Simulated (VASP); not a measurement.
# SiO2 (Cristobalite) (P4_12_12) in VASP: a series of runs

The runs below take SiO2 (Cristobalite) through single point, relaxation of cell and atoms, with r2SCAN, PBEsol, LDA.

All numbers are computed with VASP 6.6.1; they aren't measurements. Logs are shortened: lines on timing, memory, paths and dates and some standing lists are left out, and cuts for length are marked.

### 1 The cell of the first run

It takes space group P4_12_12 (No. 92, tetragonal). The conventional cell has a = 4.979 Å, b = 4.979 Å, c = 6.915 Å, α = 90.00°, β = 90.00°, γ = 90.00°. Within 2.1 Å of Si (site symmetry 2) lie 4 O at 1.61 Å. O (site symmetry 1) has 2 Si at 1.61 Å within 2.1 Å.

### 2 Single point, r2SCAN

Input file POSCAR:

```
SiO2
1.0
    4.9791653256      0.0000000000      0.0000000000
    0.0000000000      4.9791653256      0.0000000000
    0.0000000000      0.0000000000      6.9148709668
Si O
4 8
Direct
    0.3024592541      0.3024592541      0.0000000000
    0.1975407459      0.8024592541      0.2500000000
    0.6975407459      0.6975407459      0.5000000000
    0.8024592541      0.1975407459      0.7500000000
    0.2381682781      0.1092716079      0.1814551378
    0.3907283921      0.7381682781      0.4314551378
    0.7618317219      0.8907283921      0.6814551378
    0.6092716079      0.2618317219      0.9314551378
    0.7381682781      0.3907283921      0.5685448622
    0.8907283921      0.7618317219      0.3185448622
    0.2618317219      0.6092716079      0.0685448622
    0.1092716079      0.2381682781      0.8185448622
```

Input file INCAR.step1:

```
SYSTEM = SiO2
ALGO     = Normal         ! electronic algorithm
EDIFF    = 1E-4           ! SCF threshold, eV
ENCUT    = 520            ! plane-wave cutoff, eV
GGA      = PE             ! functional
ISMEAR   = 0              ! smearing method
LASPH    = .TRUE.         ! aspherical terms in the spheres
LCHARG   = .FALSE.        ! write CHGCAR
LREAL    = .FALSE.        ! projectors in reciprocal space
LWAVE    = .TRUE.         ! write WAVECAR
NBANDS   = 44             ! bands
NELM     = 60             ! most SCF steps
PREC     = Accurate       ! precision mode
SIGMA    = 0.01           ! smearing width, eV
```

Input file INCAR.step2:

```
SYSTEM = SiO2
ALGO     = Normal         ! electronic algorithm
EDIFF    = 1E-6           ! SCF threshold, eV
ENCUT    = 520            ! plane-wave cutoff, eV
ISIF     = 2              ! what is computed and relaxed
ISMEAR   = 0              ! smearing method
ISTART   = 1            
LASPH    = .TRUE.         ! aspherical terms in the spheres
LCHARG   = .TRUE.         ! write CHGCAR
LELF     = .TRUE.         ! ELF
LMIXTAU  = .TRUE.       
LREAL    = .FALSE.        ! projectors in reciprocal space
LVHAR    = .TRUE.       
LWAVE    = .FALSE.        ! write WAVECAR
METAGGA  = R2SCAN         ! meta-GGA
NBANDS   = 44             ! bands
NELM     = 60             ! most SCF steps
PREC     = Accurate       ! precision mode
SIGMA    = 0.01           ! smearing width, eV
```

Input file KPOINTS:

```
k-points
0
G
  6 6 4
  0 0 0
```

Potentials or basis: VASP PAW PBE potentials, release 64 (Si, O).

Started as:

```sh
$ cat potpaw_PBE.64/Si/POTCAR potpaw_PBE.64/O/POTCAR > POTCAR
$ cp INCAR.step1 INCAR
$ mpirun -np 1 vasp_std > vasp.out
$ cp INCAR.step2 INCAR
$ mpirun -np 1 vasp_std > vasp.out
```

OUTCAR:

```text
SYSTEM = SiO2
   EDIFF = 1E-6
   ENCUT = 520
   ISIF = 2
   ISMEAR = 0
   ISTART = 1
   LASPH = .TRUE.
   LREAL = .FALSE.
   METAGGA = R2SCAN
   NELM = 60
   PREC = Accurate

 ion  position               nearest neighbor table
   1  0.302  0.302  0.000-   8 1.61  11 1.61   5 1.61  12 1.61   2 3.08   4 3.08   2 3.08   4 3.08

   2  0.198  0.802  0.250-   5 1.61  10 1.61   6 1.61  11 1.61   1 3.08   3 3.08   1 3.08   3 3.08

   3  0.698  0.698  0.500-   6 1.61   9 1.61   7 1.61  10 1.61   2 3.08   4 3.08   4 3.08   2 3.08

   4  0.802  0.198  0.750-   7 1.61  12 1.61   9 1.61   8 1.61   1 3.08   3 3.08   3 3.08   1 3.08

   5  0.238  0.109  0.181-   2 1.61   1 1.61
   6  0.391  0.738  0.431-   3 1.61   2 1.61
   7  0.762  0.891  0.681-   4 1.61   3 1.61
   8  0.609  0.262  0.931-   1 1.61   4 1.61
   9  0.738  0.391  0.569-   3 1.61   4 1.61
  10  0.891  0.762  0.319-   2 1.61   3 1.61
  11  0.262  0.609  0.069-   1 1.61   2 1.61
  12  0.109  0.238  0.819-   4 1.61   1 1.61

  LATTYP: Found a simple tetragonal cell.
 ALAT       =     4.9791653256
 C/A-ratio  =     1.3887610703

  Lattice vectors:

 A1 = (   4.9791653256,   0.0000000000,   0.0000000000)
 A2 = (   0.0000000000,   4.9791653256,   0.0000000000)
 A3 = (   0.0000000000,   0.0000000000,   6.9148709668)

Analysis of symmetry for initial positions (statically):
=====================================================================
 Subroutine PRICEL returns:
 Original cell was already a primitive cell.

 Routine SETGRP: Setting up the symmetry group for a
 simple tetragonal supercell.

 Subroutine GETGRP returns: Found  8 space group operations
 (whereof  2 operations were pure point group operations)
 out of a pool of 16 trial point group operations.

The static configuration has the point symmetry C_2 .
 The point group associated with its full space group is D_4 .

Analysis of symmetry for dynamics (positions and initial velocities):
=====================================================================
 Subroutine PRICEL returns:
 Original cell was already a primitive cell.

 Routine SETGRP: Setting up the symmetry group for a
 simple tetragonal supercell.

 Subroutine GETGRP returns: Found  8 space group operations
 (whereof  2 operations were pure point group operations)
 out of a pool of 16 trial point group operations.

The dynamic configuration has the point symmetry C_2 .
 The point group associated with its full space group is D_4 .

 Subroutine INISYM returns: Found  8 space group operations
 (whereof  2 operations are pure point group operations),
 and found     1 'primitive' translations

----------------------------------------------------------------------------------------

                                     Primitive cell

  volume of cell :     171.4341

  direct lattice vectors                    reciprocal lattice vectors
     4.979165326  0.000000000  0.000000000     0.200836874  0.000000000  0.000000000
     0.000000000  4.979165326  0.000000000     0.000000000  0.200836874  0.000000000
     0.000000000  0.000000000  6.914870967     0.000000000  0.000000000  0.144615858

  length of vectors
     4.979165326  4.979165326  6.914870967     0.200836874  0.200836874  0.144615858

  position of ions in fractional coordinates (direct lattice)
     0.302459254  0.302459254  0.000000000
     0.197540746  0.802459254  0.250000000
     0.697540746  0.697540746  0.500000000
     0.802459254  0.197540746  0.750000000
     0.238168278  0.109271608  0.181455138
     0.390728392  0.738168278  0.431455138
     0.761831722  0.890728392  0.681455138
     0.609271608  0.261831722  0.931455138
     0.738168278  0.390728392  0.568544862
     0.890728392  0.761831722  0.318544862
     0.261831722  0.609271608  0.068544862
     0.109271608  0.238168278  0.818544862

  ion indices of the primitive-cell ions
   primitive index   ion index
                 1           1
                 2           2
                 3           3
                 4           4
                 5           5
                 6           6
                 7           7
                 8           8
                 9           9
                10          10
                11          11
                12          12

----------------------------------------------------------------------------------------

 KPOINTS: k-points

Automatic generation of k-mesh.
 Grid dimensions read from file:
 generate k-points for:    6    6    4

 Generating k-lattice:

  Cartesian coordinates                     Fractional coordinates (reciprocal lattice)
     0.033472812  0.000000000  0.000000000     0.166666667  0.000000000  0.000000000
     0.000000000  0.033472812  0.000000000     0.000000000  0.166666667  0.000000000
     0.000000000  0.000000000  0.036153965     0.000000000  0.000000000  0.250000000

  Length of vectors
     0.033472812  0.033472812  0.036153965

  Shift w.r.t. Gamma in fractional coordinates (k-lattice)
     0.000000000  0.000000000  0.000000000

 Subroutine IBZKPT returns following result:
 ===========================================

 Found     30 irreducible k-points:

 Following reciprocal coordinates:
            Coordinates               Weight
  0.000000  0.000000  0.000000      1.000000
  0.166667  0.000000  0.000000      4.000000
  0.333333  0.000000  0.000000      4.000000
  0.500000  0.000000  0.000000      2.000000
  0.166667  0.166667  0.000000      4.000000
  0.333333  0.166667  0.000000      8.000000
[... 16 lines left out ...]
  0.333333  0.000000  0.500000      4.000000
  0.500000  0.000000  0.500000      2.000000
 [... further k-points ...]
   k-points           NKPTS =     30   k-points in BZ     NKDIM =     30   number of bands    NBANDS=     44
   number of dos      NEDOS =    301   number of ions     NIONS =     12
   total plane-waves  NPLWV =  86400
   dimension x,y,z NGX =    40 NGY =   40 NGZ =   54
   dimension x,y,z NGXF=    80 NGYF=   80 NGZF=  108
   ions per type =               4   8
   NGX,Y,Z   is equivalent  to a cutoff of  13.36, 13.36, 12.98 a.u.
   NGXF,Y,Z  is equivalent  to a cutoff of  26.71, 26.71, 25.97 a.u.
 SYSTEM =  SiO2
   PREC   = accura    normal or accurate (medium, high low for compatibility)
   ISTART =      1    job   : 0-new  1-cont  2-samecut
   ICHARG =      0    charge: 1-file 2-atom 10-const
   ISPIN  =      1    spin polarized calculation?
   LNONCOLLINEAR =      F non collinear calculations
   LSORBIT =      F    spin-orbit coupling
   LASPH  =      T    aspherical Exc in radial PAW
   ENCUT  =  520.0 eV  38.22 Ry    6.18 a.u.   9.26  9.26 12.86*2*pi/ulx,y,z
   NELM   =     60;   NELMIN=  2; NELMDL=  0     # of ELM steps
   EDIFF  = 0.1E-05   stopping-criterion for ELM
   LREAL  =      F    real-space projection
   EDIFFG = 0.1E-04   stopping-criterion for IOM
   NSW    =      0    number of steps for IOM
   IBRION =     -1    ionic relax: 0-MD 1-quasi-New 2-CG
   NFREE  =      0    steps in history (QN), initial steepest desc. (CG)
   ISIF   =      2    stress and relaxation
   ISYM   =      2    0-nonsym 1-usesym 2-fastsym
   POTIM  = 0.5000    time-step for ionic-motion
   TEBEG  =    0.0;   TEEND  =   0.0 temperature during run
   PSTRESS=    0.0 pullay stress
   NELECT =      64.0000    total number of electrons
   NUPDOWN=      -1.0000    fix difference up-down
   EMIN   =  10.00;   EMAX   =-10.00  energy-range for DOS
   EFERMI =   0.00;   METHOD = LEGACY
   ISMEAR =     0;   SIGMA  =   0.01  broadening in eV -4-tet -1-fermi 0-gaus
   EFERMI_NEDOS =   21; number of points for ismear=-14 and -15
   IALGO  =     38    algorithm
   IMIX   =      4    mixing-type and parameters
     AMIX     =   0.40;   BMIX     =  1.00
     AMIX_MAG =   1.60;   BMIX_MAG =  1.00
  volume/ion in A,a.u.               =      14.29        96.41
  Fermi-wavevector in a.u.,A,eV,Ry     =   1.178788  2.227587 18.905860  1.389542
  Thomas-Fermi vector in A             =   2.315111
   LORBIT       =      0    0 simple, 1 ext, 2 COOP (PROOUT), +10 PAW based schemes
   METAGGA = R2SCAN    functional components
   LHFCALC =     F    Hartree Fock is set to
   AEXX    =    0.0000 exact exchange contribution
   IVDW    =     0    specifies the selected vdW correction
   LEPSILON=     F    determine dielectric tensor
   LRPA    =     F    only Hartree local field effects (RPA)
 non-spin polarized calculation
 Gauss-broadening in eV      SIGMA  =   0.01
  energy-cutoff  :      520.00
  volume of cell :      171.43
 maximum number of plane-waves:      4646
 NGX is ok and might be reduce to    40
   NGX = 19   NGY = 19   NGZ = 25

 number of electron      63.9999965 magnetization

 Free energy of the ion-electron system (eV)
  ---------------------------------------------------
  ext. energy  EPLUGINS =         0.00000000
  ---------------------------------------------------
  free energy    TOTEN  =      -119.16422915 eV

  energy without entropy =     -119.16422915  energy(sigma->0) =     -119.16422915

 E-fermi :  -0.2493     XC(G=0):  -8.8900

 val. band max:       -0.3050672427   @ k =   0.0000   0.0000   0.0000
 cond. band min:       6.0442652055   @ k =   0.0000   0.0000   0.0000
 fundamental gap:      6.3493324482
 Fermi energy:        -0.2492886224

 k-point     1 :       0.0000    0.0000    0.0000
  band No.  band energies     occupation
      1     -20.7552      2.00000
      2     -19.8537      2.00000
      3     -19.8537      2.00000
      4     -18.7208      2.00000
      5     -18.6746      2.00000
      6     -18.6689      2.00000
[... 36 lines left out ...]
     43      12.0188      0.00000
     44      12.2757      0.00000

 k-point     2 :       0.1667    0.0000    0.0000
  band No.  band energies     occupation
      1     -20.6970      2.00000
      2     -19.9121      2.00000
      3     -19.7856      2.00000
      4     -18.7579      2.00000
      5     -18.7244      2.00000
      6     -18.6878      2.00000
[... 36 lines left out ...]
     43      11.9911      0.00000
     44      12.1986      0.00000

 k-point     3 :       0.3333    0.0000    0.0000
  band No.  band energies     occupation
      1     -20.5348      2.00000
      2     -20.0771      2.00000
      3     -19.5928      2.00000
      4     -19.0032      2.00000
      5     -18.7317      2.00000
      6     -18.7177      2.00000
[... 976 lines left out ...]
     43      12.0679      0.00000
     44      12.0679      0.00000

 k-point    24 :       0.5000    0.0000    0.5000
  band No.  band energies     occupation
      1     -20.3016      2.00000
      2     -20.3016      2.00000
      3     -19.3312      2.00000
      4     -19.3312      2.00000
      5     -18.7184      2.00000
      6     -18.7184      2.00000
[... 36 lines left out ...]
     43      12.0990      0.00000
     44      12.0990      0.00000

 [... further k-points ...]

------------------------ aborting loop because EDIFF is reached ----------------------------------------

  FORCE on cell =-STRESS in cart. coord.  units (eV):
  Direction    XX          YY          ZZ          XY          YZ          ZX
  --------------------------------------------------------------------------------------
  -------------------------------------------------------------------------------------
  Total        0.2657776      0.2657776      0.2094648      0.0000000      0.0000000      0.0000000
  in kB        2.4838868      2.4838868      1.9576018      0.0000000      0.0000000      0.0000000
  external PRESSURE =       2.3084585 kB  Pullay stress =       0.0000000 kB

 VOLUME and BASIS-vectors are now :
 -----------------------------------------------------------------------------
  energy-cutoff  :      520.00
  volume of cell :      171.43
      direct lattice vectors                 reciprocal lattice vectors
     4.979165326  0.000000000  0.000000000     0.200836874  0.000000000  0.000000000
     0.000000000  4.979165326  0.000000000     0.000000000  0.200836874  0.000000000
     0.000000000  0.000000000  6.914870967     0.000000000  0.000000000  0.144615858

 POSITION                                       TOTAL-FORCE (eV/Angst)
 -----------------------------------------------------------------------------------
      1.50599      1.50599      0.00000         0.019016      0.019016      0.000000
      0.98359      3.99558      1.72872        -0.019016      0.019016      0.000000
      3.47317      3.47317      3.45744        -0.019016     -0.019016      0.000000
      3.99558      0.98359      5.18615         0.019016     -0.019016      0.000000
      1.18588      0.54408      1.25474         0.000123      0.002646     -0.002465
      1.94550      3.67546      2.98346        -0.002646      0.000123     -0.002465
      3.79329      4.43508      4.71217        -0.000123     -0.002646     -0.002465
      3.03366      1.30370      6.44089         0.002646     -0.000123     -0.002465
      3.67546      1.94550      3.93141         0.000123     -0.002646      0.002465
      4.43508      3.79329      2.20270        -0.002646     -0.000123      0.002465
      1.30370      3.03366      0.47398        -0.000123      0.002646      0.002465
      0.54408      1.18588      5.66013         0.002646      0.000123      0.002465
 -----------------------------------------------------------------------------------
    total drift:                               -0.000000      0.000000     -0.000000

  FREE ENERGIE OF THE ION-ELECTRON SYSTEM (eV)
  ---------------------------------------------------
  free  energy   TOTEN  =      -119.1642291492 eV

  energy  without entropy=     -119.1642291492  energy(sigma->0) =     -119.16422915
```

It took 8.4 min on 1 thread of AMD EPYC 9R45 (Zen 5), shared host; peak memory 0.36 GiB.

What came out:

```
Free energy            : -119.1642 eV
Pressure               : 0.2 GPa
Largest force          : 0.027 eV/Å
Band gap on the k mesh : 6.35 eV, direct
```

Forces on the atoms (eV/Å):
```
Si   0.019  0.019  0.000
Si  -0.019  0.019  0.000
Si  -0.019 -0.019  0.000
Si   0.019 -0.019  0.000
O    0.000  0.003 -0.002
O   -0.003  0.000 -0.002
O    0.000 -0.003 -0.002
O    0.003  0.000 -0.002
O    0.000 -0.003  0.002
O   -0.003  0.000  0.002
O    0.000  0.003  0.002
O    0.003  0.000  0.002
```

Levels at points of the mesh, in eV from the valence-band top:
```csv
k point,band 28,band 29,band 30,band 31,band 32,band 33,band 34,band 35,band 36,band 37
"(0.00, 0.00, 0.00)",-1.28,-0.69,-0.31,-0.31,0.00,6.35,9.63,9.63,10.12,10.12
"(0.50, 0.00, 0.00)",-1.01,-0.65,-0.65,-0.50,-0.50,8.46,8.46,10.04,10.04,10.65
"(0.50, 0.50, 0.00)",-1.34,-0.60,-0.60,-0.54,-0.54,9.45,9.45,9.64,9.64,10.59
"(0.00, 0.00, 0.50)",-0.85,-0.55,-0.55,-0.40,-0.40,7.64,7.64,10.32,10.32,10.58
"(0.50, 0.00, 0.50)",-1.02,-0.94,-0.94,-0.18,-0.18,8.91,8.91,9.61,9.61,10.10
"(0.50, 0.50, 0.50)",-1.36,-0.62,-0.62,-0.62,-0.62,9.98,9.98,9.98,9.98,10.63
```

Caveat: the PAW data sets were made with another functional, which shifts forces and pressure a little. r2SCAN opens gaps a little over a GGA but as a rule still falls short of measured ones.

[end of part 1 of 2]
